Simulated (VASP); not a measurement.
# FeSi: single point with PBEsol

The system is FeSi.

```
Fe Si
1.0
     4.55070    0.00000    0.00000
     0.00000    4.55070    0.00000
     0.00000    0.00000    4.55070
Fe Si
4 4
Direct
  0.13542 0.13542 0.13542
  0.36458 0.86458 0.63542
  0.63542 0.36458 0.86458
  0.86458 0.63542 0.36458
  0.84274 0.84274 0.84274
  0.65726 0.15726 0.34274
  0.34274 0.65726 0.15726
  0.15726 0.34274 0.65726
```

| Quantity | Value |
| --- | --- |
| Program | VASP 6.6.1 |
| Task | single point |
| Functional | PBEsol |
| Potentials or basis | VASP PAW PBE potentials, release 64 (Fe, Si) |
| Cutoff | 600 eV |
| k mesh | 7 × 7 × 7 |
| Occupations | fermi-dirac, width 0.05 eV |
| Spin | collinear spin, ferromagnetic start |
| Starting moments | [2.5, 2.5, 2.5, 2.5, 0.0, 0.0, 0.0, 0.0] μB |

```json
{
  "Pressure": "-16.3 GPa",
  "Largest force": "0.027 eV/Å",
  "Net moment": "3.58 μB per cell",
  "Site moments": "Fe +0.98; Si -0.04 μB",
  "Valence electrons inside the program's atomic spheres": "Fe 7.49; Si 1.59"
}
```

Forces on the atoms (eV/Å):
```
Fe   0.015  0.015  0.015
Fe  -0.015 -0.015  0.015
Fe   0.015 -0.015 -0.015
Fe  -0.015  0.015 -0.015
Si  -0.001 -0.001 -0.001
Si   0.001  0.001 -0.001
Si  -0.001  0.001  0.001
Si   0.001 -0.001  0.001
```

Levels at points of the mesh, in eV from the Fermi level:
Spin up:
| k point | band 23 | band 24 | band 25 | band 26 | band 27 | band 28 | band 29 | band 30 |
| --- | --- | --- | --- | --- | --- | --- | --- | --- |
| (0.00, 0.00, 0.00) | -0.65 | -0.65 | 0.07 | 0.07 | 0.07 | 2.51 | 2.51 | 2.51 |
Spin down:
| k point | band 20 | band 21 | band 22 | band 23 | band 24 | band 25 |
| --- | --- | --- | --- | --- | --- | --- |
| (0.00, 0.00, 0.00) | 0.09 | 0.09 | 0.09 | 0.31 | 0.31 | 1.08 |

Run time: 7.1 min on 1 thread of Oxide Virtual Turin-like Processor, on a shared host, peak memory 0.29 GiB.

Caveat: the cell stands under tension; the PAW data sets were made with another functional, which shifts forces and pressure a little.
